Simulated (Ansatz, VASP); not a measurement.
# One calculation of Cu, two programs

File INCAR:

```
SYSTEM = Cu
PREC = Accurate
ENCUT = 520
EDIFF = 1E-6
ISMEAR = -1
SIGMA = 0.1
LREAL = .FALSE.
LASPH = .TRUE.
NELM = 100
ALGO = Normal
ISIF = 2
LWAVE = .FALSE.
LCHARG = .FALSE.
GGA = RP
NBANDS = 24
```

KPOINTS

```
regular mesh
0
G
  10 10 14
  0 0 0
```

The input POSCAR:

```
Cu
1.0
    4.0615384741      0.0000000000      0.0000000000
   -2.0307692370      3.5173954970      0.0000000000
    0.0000000000      0.0000000000      2.4400461563
Cu
3
Direct
    0.0000000000      0.0000000000      0.0000000000
    0.3333333333      0.6666666667      0.5000000000
    0.6666666667      0.3333333333      0.5000000000
```

Input for Ansatz:

```yaml
crystal:
  lattice:
    - [4.0615384741, 0.0, 0.0]
    - [-2.030769237, 3.517395497, 0.0]
    - [0.0, 0.0, 2.4400461563]
  atoms:
    - { symbol: Cu, position: [0.0, 0.0, 0.0] }
    - { symbol: Cu, position: [0.3333333333, 0.6666666667, 0.5] }
    - { symbol: Cu, position: [0.6666666667, 0.3333333333, 0.5] }
hamiltonian:
  xc: rpbe
  pseudopotentials:
    kind: paw
    azcp:
      Cu: "pseudopotentials/Cu.paw.azcp"
basis:
  ecutwfc: 420
  fft_grid_basis: typed
kpoints:
  mp_grid: { grid: [10, 10, 14], shift: [0, 0, 0] }
magnetization:
  spin_polarized: false
scf:
  occupations: { method: fermi_dirac, width: 0.1 }
  lower_state_search: "off"
output:
  stress: true
```

Alike in both runs: task single point; functional RPBE; k mesh 10 × 10 × 14; occupations fermi-dirac, width 0.1 eV; no spin polarisation.

```csv
,VASP,Ansatz
version,VASP 6.6.1,Ansatz 0.2.0
potentials or method,"VASP PAW PBE potentials, release 64 (Cu), cutoff 520 eV","plane waves (420 eV) with PAW, scalar-relativistic"
valence electrons in the cell,33,57
```

```csv
,VASP,Ansatz,Ansatz less VASP
pressure (GPa),13.0,12.2,-0.81
"traceless stress, the component that is largest in VASP (GPa)",-0.52,-0.42,+0.093
```

VASP's potentials were made for PBE, not for RPBE. With one functional, cell and mesh, what is left measures potentials, basis and numerics. VASP's potentials hold 33 valence electrons a cell and Ansatz's 57, so a difference there can come from the potentials and not from the codes.
